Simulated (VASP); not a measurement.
Wanted: the native input for a VASP 6.6.1 run.

```
Task                   : single point
Functional             : LDA
Potentials or basis    : VASP PAW LDA potentials, release 64 (Ti_sv, C)
Cutoff                 : 520 eV
k mesh                 : 9 × 9 × 1
Occupations            : gaussian, width 0.1 eV
Spin                   : no spin polarisation
Dipole correction      : yes
Further INCAR settings : ALGO = Normal; EDIFF = 1e-06; NBANDS = 34
```

The structure of Ti4C lies in POSCAR:

```
Ti4C
1.0
    2.8641158382      0.0000000000      0.0000000000
   -1.4320579191      2.4803970752      0.0000000000
    0.0000000000      0.0000000000     22.2412393510
Ti C
4 1
Direct
    0.6666666667      0.3333333333      0.1798460930
    0.3333333334      0.6666666667      0.2818047761
    0.6666666667      0.3333333333      0.3878689313
    0.4951668128      0.9903336256      0.5086726042
    1.1666666666      1.3333333333      0.5481636119
```

The input as run:

INCAR

```
PREC = Accurate
ENCUT = 520
EDIFF = 1E-6
ISMEAR = 0
SIGMA = 0.1
LREAL = False
LASPH = True
NELM = 100
ALGO = Normal
ISIF = 2
LWAVE = False
LCHARG = False
LDIPOL = True
IDIPOL = 3
DIPOL = 0.5 0.5 0.381
NBANDS = 34
```

KPOINTS

```
regular mesh
0
Gamma
  9 9 1
```

Potentials or basis: VASP PAW LDA potentials, release 64 (Ti_sv, C).

Run with:

```console
$ cat potpaw_LDA.64/Ti_sv/POTCAR potpaw_LDA.64/C/POTCAR > POTCAR
$ mpirun -np 1 vasp_std > vasp.out
```

Results of the run:

```
Largest force          : 0.533 eV/Å
Band gap on the k mesh : zero (band 26 reaches 1.05 eV, above the bottom of band 27 at 0.36 eV)
```

It took 5 min on 1 thread of Intel(R) Xeon(R) Platinum 8124M CPU @ 3.00GHz (Skylake/Cascade Lake), with other jobs on the host, peak memory 0.3 GiB.
